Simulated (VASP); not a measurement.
Input of a VASP 6.6.1 run:

File INCAR:

```
PREC = Accurate ; ENCUT = 520
EDIFF = 1E-6 ; ISMEAR = 0
SIGMA = 0.1 ; LREAL = F
LASPH = T ; NELM = 80
ALGO = Fast ; ISIF = 2
LWAVE = F ; LCHARG = F
GGA = PS ; NBANDS = 10
```

KPOINTS

```
Automatic mesh
0
Gamma
  16 16 16
```

Contents of POSCAR:

```
Re
1.0
    0.0385915000      1.8778497500      1.9627945000
    1.8942817500      0.0142792500      1.9871067500
    1.9583902500      1.9662705000     -0.0498292500
Re
1
Direct
    0.0000000000      0.0000000000      0.0000000000
```

Potentials or basis: VASP PAW PBE potentials, release 64 (Re).

The run is started by

```sh
$ cat potpaw_PBE.64/Re/POTCAR > POTCAR
$ mpirun -np 1 vasp_std > vasp.out
```

Problem. Predict the pressure.

Solution. 2.1 GPa.

Stress tensor (GPa, compression positive):
```
  7.60 -13.50   3.47
-13.50   6.98   8.53
  3.47   8.53  -8.21
```

Caveat: the cell differs from its parent crystal (the cell strained at random); the PAW data sets were made with another functional, which shifts forces and pressure a little.
